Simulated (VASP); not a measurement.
# Si (Fd-3m) in VASP: relaxation of cell and atoms with PBE

Aim: the relaxation of cell and atoms of Si with PBE.

Everything below comes from runs of VASP 6.6.1. Logs are shortened: lines on timing, memory, paths and dates and some standing lists are left out, and cuts for length are marked.

### 1 The cell of the first run

The structure is cubic, space group Fd-3m (No. 227). The conventional cell has a = 5.206 Å, b = 5.206 Å, c = 5.206 Å, α = 90.00°, β = 90.00°, γ = 90.00°. Within 3.0 Å of Si (site symmetry -43m) lie 4 Si at 2.25 Å.

### 2 Relaxation of cell and atoms, PBE, target pressure 35 GPa, at which the enthalpy is minimised

INCAR

```
SYSTEM = Si
  PREC = Accurate
  ENCUT = 600
  EDIFF = 1E-6
  ISMEAR = 0
  SIGMA = 0.01
  LREAL = .FALSE.
  LASPH = .TRUE.
  NELM = 80
  ALGO = Normal
  ISIF = 3
  LWAVE = .FALSE.
  LCHARG = .FALSE.
  GGA = PE
  IBRION = 2
  NSW = 80
  EDIFFG = -0.001
  PSTRESS = 350.0
```

KPOINTS

```
Automatic mesh
0
G
  12 12 12
  0 0 0
```

POSCAR

```
Si
1.0
    0.0000000000      2.6031187260      2.6031187260
    2.6031187260      0.0000000000      2.6031187260
    2.6031187260      2.6031187260      0.0000000000
Si
2
Direct
    0.5000000000      0.5000000000      0.5000000000
    0.7500000000      0.7500000000      0.7500000000
```

Potentials or basis: VASP PAW PBE potentials, release 64 (Si).

Command:

```bash
$ cat potpaw_PBE.64/Si/POTCAR > POTCAR
$ mpirun -np 1 vasp_std > vasp.out
```

OUTCAR:

```text
SYSTEM = Si
   PREC = Accurate
   ENCUT = 600
   EDIFF = 1E-6
   ISMEAR = 0
   LREAL = .FALSE.
   LASPH = .TRUE.
   NELM = 80
   ISIF = 3
   GGA = PE
   IBRION = 2
   NSW = 80
   EDIFFG = -0.001
   PSTRESS = 350.0

 ion  position               nearest neighbor table
   1  0.500  0.500  0.500-   2 2.25   2 2.25   2 2.25   2 2.25
   2  0.750  0.750  0.750-   1 2.25   1 2.25   1 2.25   1 2.25

  LATTYP: Found a face centered cubic cell.
 ALAT       =     5.2062374520

  Lattice vectors:

 A1 = (   0.0000000000,   2.6031187260,   2.6031187260)
 A2 = (   2.6031187260,   0.0000000000,   2.6031187260)
 A3 = (   2.6031187260,   2.6031187260,   0.0000000000)

Analysis of symmetry for initial positions (statically):
=====================================================================
 Subroutine PRICEL returns:
 Original cell was already a primitive cell.

 Routine SETGRP: Setting up the symmetry group for a
 face centered cubic supercell.

 Subroutine GETGRP returns: Found 48 space group operations
 (whereof 24 operations were pure point group operations)
 out of a pool of 48 trial point group operations.

The static configuration has the point symmetry T_d .
 The point group associated with its full space group is O_h .

Analysis of symmetry for dynamics (positions and initial velocities):
=====================================================================
 Subroutine PRICEL returns:
 Original cell was already a primitive cell.

 Routine SETGRP: Setting up the symmetry group for a
 face centered cubic supercell.

 Subroutine GETGRP returns: Found 48 space group operations
 (whereof 24 operations were pure point group operations)
 out of a pool of 48 trial point group operations.

The dynamic configuration has the point symmetry T_d .
 The point group associated with its full space group is O_h .

 Subroutine INISYM returns: Found 48 space group operations
 (whereof 24 operations are pure point group operations),
 and found     1 'primitive' translations

----------------------------------------------------------------------------------------

                                     Primitive cell

  volume of cell :      35.2786

  direct lattice vectors                    reciprocal lattice vectors
     0.000000000  2.603118726  2.603118726    -0.192077294  0.192077294  0.192077294
     2.603118726  0.000000000  2.603118726     0.192077294 -0.192077294  0.192077294
     2.603118726  2.603118726  0.000000000     0.192077294  0.192077294 -0.192077294

  length of vectors
     3.681365807  3.681365807  3.681365807     0.332687632  0.332687632  0.332687632

  position of ions in fractional coordinates (direct lattice)
     0.500000000  0.500000000  0.500000000
     0.750000000  0.750000000  0.750000000

  ion indices of the primitive-cell ions
   primitive index   ion index
                 1           1
                 2           2

----------------------------------------------------------------------------------------

 KPOINTS: Automatic mesh

Automatic generation of k-mesh.
 Grid dimensions read from file:
 generate k-points for:   12   12   12

 Generating k-lattice:

  Cartesian coordinates                     Fractional coordinates (reciprocal lattice)
    -0.016006441  0.016006441  0.016006441     0.083333333  0.000000000  0.000000000
     0.016006441 -0.016006441  0.016006441     0.000000000  0.083333333  0.000000000
     0.016006441  0.016006441 -0.016006441     0.000000000  0.000000000  0.083333333

  Length of vectors
     0.027723969  0.027723969  0.027723969

  Shift w.r.t. Gamma in fractional coordinates (k-lattice)
     0.000000000  0.000000000  0.000000000

 Subroutine IBZKPT returns following result:
 ===========================================

 Found     72 irreducible k-points:

 Following reciprocal coordinates:
            Coordinates               Weight
  0.000000  0.000000  0.000000      1.000000
  0.083333  0.000000  0.000000      8.000000
  0.166667  0.000000  0.000000      8.000000
  0.250000  0.000000  0.000000      8.000000
  0.333333  0.000000  0.000000      8.000000
  0.416667  0.000000  0.000000      8.000000
[... 16 lines left out ...]
  0.500000  0.166667  0.000000     24.000000
 -0.416667  0.166667  0.000000     24.000000
 [... further k-points ...]
   k-points           NKPTS =     72   k-points in BZ     NKDIM =     72   number of bands    NBANDS=      8
   number of dos      NEDOS =    301   number of ions     NIONS =      2
   total plane-waves  NPLWV =  27000
   dimension x,y,z NGX =    30 NGY =   30 NGZ =   30
   dimension x,y,z NGXF=    60 NGYF=   60 NGZF=   60
   ions per type =               2
   NGX,Y,Z   is equivalent  to a cutoff of  13.55, 13.55, 13.55 a.u.
   NGXF,Y,Z  is equivalent  to a cutoff of  27.10, 27.10, 27.10 a.u.
 SYSTEM =  Si
   PREC   = accura    normal or accurate (medium, high low for compatibility)
   ISTART =      0    job   : 0-new  1-cont  2-samecut
   ICHARG =      2    charge: 1-file 2-atom 10-const
   ISPIN  =      1    spin polarized calculation?
   LNONCOLLINEAR =      F non collinear calculations
   LSORBIT =      F    spin-orbit coupling
   LASPH  =      T    aspherical Exc in radial PAW
   ENCUT  =  600.0 eV  44.10 Ry    6.64 a.u.   7.35  7.35  7.35*2*pi/ulx,y,z
   NELM   =     80;   NELMIN=  2; NELMDL= -5     # of ELM steps
   EDIFF  = 0.1E-05   stopping-criterion for ELM
   LREAL  =      F    real-space projection
   EDIFFG = -.1E-02   stopping-criterion for IOM
   NSW    =     80    number of steps for IOM
   IBRION =      2    ionic relax: 0-MD 1-quasi-New 2-CG
   NFREE  =      1    steps in history (QN), initial steepest desc. (CG)
   ISIF   =      3    stress and relaxation
   ISYM   =      2    0-nonsym 1-usesym 2-fastsym
   POTIM  = 0.5000    time-step for ionic-motion
   TEBEG  =    0.0;   TEEND  =   0.0 temperature during run
   PSTRESS=  350.0 pullay stress
   NELECT =       8.0000    total number of electrons
   NUPDOWN=      -1.0000    fix difference up-down
   EMIN   =  10.00;   EMAX   =-10.00  energy-range for DOS
   EFERMI =   0.00;   METHOD = LEGACY
   ISMEAR =     0;   SIGMA  =   0.01  broadening in eV -4-tet -1-fermi 0-gaus
   EFERMI_NEDOS =   21; number of points for ismear=-14 and -15
   IALGO  =     38    algorithm
   IMIX   =      4    mixing-type and parameters
     AMIX     =   0.40;   BMIX     =  1.00
     AMIX_MAG =   1.60;   BMIX_MAG =  1.00
  volume/ion in A,a.u.               =      17.64       119.04
  Fermi-wavevector in a.u.,A,eV,Ry     =   0.998315  1.886541 13.560008  0.996632
  Thomas-Fermi vector in A             =   2.130530
   LORBIT       =      0    0 simple, 1 ext, 2 COOP (PROOUT), +10 PAW based schemes
   GGA     = PE    functional components
   LHFCALC =     F    Hartree Fock is set to
   AEXX    =    0.0000 exact exchange contribution
   IVDW    =     0    specifies the selected vdW correction
   LEPSILON=     F    determine dielectric tensor
   LRPA    =     F    only Hartree local field effects (RPA)
 conjugate gradient relaxation of ions
 non-spin polarized calculation
 Gauss-broadening in eV      SIGMA  =   0.01
  energy-cutoff  :      600.00
  volume of cell :       35.28
 maximum number of plane-waves:      1243
 NGX is ok and might be reduce to    30
   NGX = 15   NGY = 15   NGZ = 15

--------------------------------------- Ionic step        1  -------------------------------------------

 number of electron       8.0000001 magnetization

 Free energy of the ion-electron system (eV)
  ---------------------------------------------------
  ext. energy  EPLUGINS =         0.00000000
  ---------------------------------------------------
  free energy    TOTEN  =       -10.57384222 eV

  energy without entropy =      -10.57384222  energy(sigma->0) =      -10.57384222

 E-fermi :   7.2584     XC(G=0):  -9.9132

 val. band max:        7.1837459289   @ k =   0.0000   0.0000   0.0000
 cond. band min:       7.5006283265   @ k =   0.4167   0.4167   0.0000
 fundamental gap:      0.3168823975
 Fermi energy:         7.2584461915

 k-point     1 :       0.0000    0.0000    0.0000
  band No.  band energies     occupation
      1      -5.6947      2.00000
      2       7.1837      2.00000
      3       7.1837      2.00000
      4       7.1837      2.00000
      5       9.7905      0.00000
      6       9.7905      0.00000
      7       9.7905      0.00000
      8      12.0792      0.00000
[... 243 lines left out ...]
 k-point    24 :      -0.4167    0.1667    0.0000
  band No.  band energies     occupation
      1      -2.7261      2.00000
      2      -0.1396      2.00000
      3       3.8964      2.00000
      4       5.4127      2.00000
      5       9.3800      0.00000
      6      11.5716      0.00000
      7      11.6333      0.00000
      8      15.6614      0.00000

 [... further k-points ...]
[... 5 lines left out ...]
  --------------------------------------------------------------------------------------
  -------------------------------------------------------------------------------------
  Total        3.9434332      3.9434332      3.9434332      0.0000000      0.0000000     -0.0000000
  in kB      179.0907473    179.0907473    179.0907473      0.0000000      0.0000000     -0.0000000
  external PRESSURE =    -170.9092527 kB  Pullay stress =     350.0000000 kB
[... 23 lines left out ...]
  enthalpy is  TOTEN    =        -2.8671256609 eV   P V=        7.7067165605

--------------------------------------- Ionic step        2  -------------------------------------------

 number of electron       8.0000000 magnetization

 E-fermi :  10.5424     XC(G=0): -11.1184

 val. band max:       10.5366860003   @ k =   0.5000   0.4167   0.0000
 cond. band min:      10.6327295647   @ k =   0.0833   0.0000   0.0000
 fundamental gap:      0.0960435644
 Fermi energy:        10.5424292474

 k-point     1 :       0.0000    0.0000    0.0000
  band No.  band energies     occupation
      1      -4.4818      2.00000
      2      10.8521      0.00000
      3      10.8521      0.00000
      4      10.8521      0.00000
      5      13.4747      0.00000
      6      13.4747      0.00000
      7      13.4747      0.00000
      8      19.4303      0.00000
[... 243 lines left out ...]
 k-point    24 :      -0.4167    0.1667    0.0000
  band No.  band energies     occupation
      1      -0.5349      2.00000
      2       1.8815      2.00000
      3       6.8386      2.00000
      4       8.6375      2.00000
      5      12.6967      0.00000
      6      15.2410      0.00000
      7      16.0200      0.00000
      8      20.5197      0.00000

 [... further k-points ...]
[... 5 lines left out ...]
  --------------------------------------------------------------------------------------
  -------------------------------------------------------------------------------------
  Total       15.1529945     15.1529945     15.1529945      0.0000000     -0.0000000     -0.0000000
  in kB      915.5531772    915.5531772    915.5531772      0.0000000     -0.0000000     -0.0000000
  external PRESSURE =     565.5531772 kB  Pullay stress =     350.0000000 kB
[... 175 lines left out ...]
  enthalpy is  TOTEN    =        -3.0435232076 eV   P V=        7.0423606595

--------------------------------------- Ionic step        7  -------------------------------------------

 number of electron       8.0000000 magnetization

 Free energy of the ion-electron system (eV)
  ---------------------------------------------------
  ext. energy  EPLUGINS =         0.00000000
  ---------------------------------------------------
  free energy    TOTEN  =       -10.07382430 eV

  energy without entropy =      -10.07382430  energy(sigma->0) =      -10.07382430

 E-fermi :   8.3159     XC(G=0): -10.2885

 val. band max:        8.2709291982   @ k =   0.0000   0.0000   0.0000
 cond. band min:       8.3689597830   @ k =   0.4167   0.4167   0.0000
 fundamental gap:      0.0980305848
 Fermi energy:         8.3159151495

 k-point     1 :       0.0000    0.0000    0.0000
  band No.  band energies     occupation
      1      -5.3402      2.00000
      2       8.2709      2.00000
      3       8.2709      2.00000
      4       8.2709      2.00000
      5      10.8930      0.00000
      6      10.8930      0.00000
      7      10.8930      0.00000
      8      14.3319      0.00000
[... 243 lines left out ...]
 k-point    24 :      -0.4167    0.1667    0.0000
  band No.  band energies     occupation
      1      -2.0815      2.00000
      2       0.4735      2.00000
      3       4.7570      2.00000
      4       6.3614      2.00000
      5      10.4016      0.00000
      6      12.7267      0.00000
      7      12.9072      0.00000
      8      17.1197      0.00000

 [... further k-points ...]
[... 5 lines left out ...]
  --------------------------------------------------------------------------------------
  -------------------------------------------------------------------------------------
  Total        7.0301349      7.0301349      7.0301349      0.0000000      0.0000000      0.0000000
  in kB      349.9950371    349.9950371    349.9950371      0.0000000      0.0000000      0.0000000
  external PRESSURE =      -0.0049629 kB  Pullay stress =     350.0000000 kB
[... 17 lines left out ...]
  FREE ENERGIE OF THE ION-ELECTRON SYSTEM (eV)
  ---------------------------------------------------
  free  energy   TOTEN  =       -10.0738242955 eV

  energy  without entropy=      -10.0738242955  energy(sigma->0) =      -10.07382430

  enthalpy is  TOTEN    =        -3.0435897428 eV   P V=        7.0302345527

 reached required accuracy - stopping structural energy minimisation
```

Wall time 80 s (1 thread of Intel Xeon 6975P-C (Granite Rapids), shared host); peak memory 0.17 GiB.

Results:

```
Free energy                                            : -10.0738 eV
Relaxed volume                                         : 16.09 Å³/atom
Relaxed cell                                           : a = 3.570 Å, b = 3.570 Å, c = 3.570 Å, α = 60.00°, β = 60.00°, γ = 60.00°
Space group after relaxing (to 0.05 Å)                 : Fd-3m (No. 227)
Energy change on relaxing (the enthalpy is what falls) : +250.0 meV/atom
Ionic steps                                            : 7
Pressure after relaxing                                : 35.0 GPa
Band gap on the k mesh                                 : 0.10 eV, indirect (least direct gap 2.62 eV)
```

Step by step:
```tsv
step	energy change (eV)	largest force (eV/Å)	pressure (GPa)	volume (Å³)
1	0.0000	0.0000	17.91	35.28
2	2.6115	0.0000	91.56	26.52
3	0.4567	0.0000	33.67	32.38
4	0.4941	0.0000	34.82	32.21
5	0.5071	0.0000	35.22	32.15
6	0.4880	0.0000	34.63	32.24
7	0.5000	0.0000	35.00	32.18
```

Final structure:
```cif
data_structure
_symmetry_space_group_name_H-M 'P 1'
_symmetry_Int_Tables_number 1
_cell_length_a 3.5703
_cell_length_b 3.5703
_cell_length_c 3.5703
_cell_angle_alpha 60.000
_cell_angle_beta 60.000
_cell_angle_gamma 60.000
_cell_volume 32.18
loop_
_atom_site_label
_atom_site_type_symbol
_atom_site_fract_x
_atom_site_fract_y
_atom_site_fract_z
_atom_site_occupancy
Si1 Si 0.50000 0.50000 0.50000 1
Si2 Si 0.75000 0.75000 0.75000 1
```

Levels at points of the mesh, in eV from the valence-band top:
```
           k point  band 2  band 3  band 4  band 5  band 6  band 7
(0.00, 0.00, 0.00)    0.00    0.00    0.00    2.62    2.62    2.62
(0.50, 0.00, 0.00)   -8.15   -1.39   -1.39    2.31    3.15    3.15
(0.50, 0.50, 0.00)   -8.61   -3.47   -3.47    0.18    0.18   11.68
```

Caveat: the cell is relaxed towards a set pressure, so the enthalpy falls and the energy may rise. A k mesh can miss the band edges.
